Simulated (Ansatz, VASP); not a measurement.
# One calculation of SnO, two programs

File INCAR:

```
PREC = Accurate ; ENCUT = 520
EDIFF = 1E-7 ; ISMEAR = 0
SIGMA = 0.05 ; LREAL = False
LASPH = True ; NELM = 60
ALGO = Normal ; ISIF = 2
LWAVE = False ; LCHARG = False
LDIPOL = True ; IDIPOL = 3
DIPOL = 0.5 0.5 0.399 ; GGA = PE
IVDW = 12 ; NBANDS = 50
```

KPOINTS

```
Automatic mesh
0
Gamma
  7 7 1
```

Contents of POSCAR:

```
SnO
1.0
    3.8201630918      0.0000000000      0.0000000000
    0.0000000000      3.8201630918      0.0000000000
    0.0000000000      0.0000000000     22.2260821141
Sn O
4 4
Direct
    0.7500000000      0.2500000000      0.2024648328
    0.2500000000      0.7500000000      0.3087832134
    0.3750000000      1.0000000000      0.4887519537
   -0.1250000000      1.5000000000      0.5950703343
    0.2500000000      0.2500000000      0.2556240231
    0.7500000000      0.7500000000      0.2556240231
   -0.1250000000      1.0000000000      0.5419111440
    0.3750000000      1.5000000000      0.5419111440
```

Input for Ansatz:

```yaml
crystal:
  lattice:
    - [3.8201630918, 0.0, 0.0]
    - [0.0, 3.8201630918, 0.0]
    - [0.0, 0.0, 22.2260821141]
  atoms:
    - { symbol: Sn, position: [0.75, 0.25, 0.2024648328] }
    - { symbol: O, position: [0.25, 0.25, 0.2556240231] }
    - { symbol: O, position: [0.75, 0.75, 0.2556240231] }
    - { symbol: Sn, position: [0.25, 0.75, 0.3087832134] }
    - { symbol: Sn, position: [0.375, 1.0, 0.4887519537] }
    - { symbol: O, position: [-0.125, 1.0, 0.541911144] }
    - { symbol: O, position: [0.375, 1.5, 0.541911144] }
    - { symbol: Sn, position: [-0.125, 1.5, 0.5950703343] }
basis:
  ecutwfc: 420
kpoints:
  mp_grid: { grid: [7, 7, 1] }
hamiltonian:
  xc: pbe
  pseudopotentials: { kind: paw, azcp: { folder: soft_1 } }
  dispersion: d3bj
scf:
  occupations: { method: gaussian, width: 0.05 }
output:
  forces: true
  eigenvalues: true
efield:
  axis: 3
  dipole_correction: true
  ramp_width: 0.04
```

Alike in both runs: task single point; functional PBE; dispersion D3(BJ); k mesh 7 × 7 × 1; occupations gaussian, width 0.05 eV; no spin polarisation.

```csv
,VASP,Ansatz
version,VASP 6.6.1,Ansatz 0.2.0
potentials or method,"VASP PAW PBE potentials, release 64 (Sn_d, O), cutoff 520 eV","scalar-relativistic, plane waves, PAW"
valence electrons in the cell,80,80
```

VASP gave:

- gap on the k mesh at the Fermi level (eV): 2.33
- least direct gap on the mesh (eV): 2.51
- rms of the force components (eV/Å): 0.034

Task: Which values does Ansatz return?

Result: gap on the k mesh at the Fermi level (eV): 2.34; least direct gap on the mesh (eV): 2.56; rms of the force components (eV/Å): 0.025.
